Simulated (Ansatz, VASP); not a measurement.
## One calculation of NaCl, two programs

```xyz
2
Lattice="2.8600 0.0000 0.0000 0.0000 2.8600 0.0000 0.0000 0.0000 2.7742" Properties=species:S:1:pos:R:3 pbc="T T T"
Na    0.0000    0.0000    0.0000
Cl    1.4300    1.4300    1.3871
```

Change from the starting cell: zz strain of -3 %.

Alike in both runs: task single point; functional PBEsol; k mesh 8 × 8 × 8; occupations fermi-dirac, width 0.02 eV; no spin polarisation.

|  | VASP | Ansatz |
| --- | --- | --- |
| version | VASP 6.6.1 | Ansatz 0.2.0 |
| potentials or method | VASP PAW PBE potentials, release 64 (Na_pv, Cl), cutoff 500 eV | all-electron LAPW, scalar-relativistic |

VASP gave:

* gap on the k mesh at the Fermi level (eV): 3.78
* pressure (GPa): 68.0
* traceless stress, the component that is largest in VASP (GPa): 5.72

Question: Estimate Ansatz's values.

Answer: gap on the k mesh at the Fermi level (eV): 3.73; pressure (GPa): 67.3; traceless stress, the component that is largest in VASP (GPa): 5.75.

VASP's potentials were made for PBE, not for PBEsol. Both programs put the cell under a high pressure, so it lies far from rest at this level. Ansatz ran all-electron here, and VASP with PAW potentials.

Noted on VASP's run: the cell as given lies far from equilibrium.
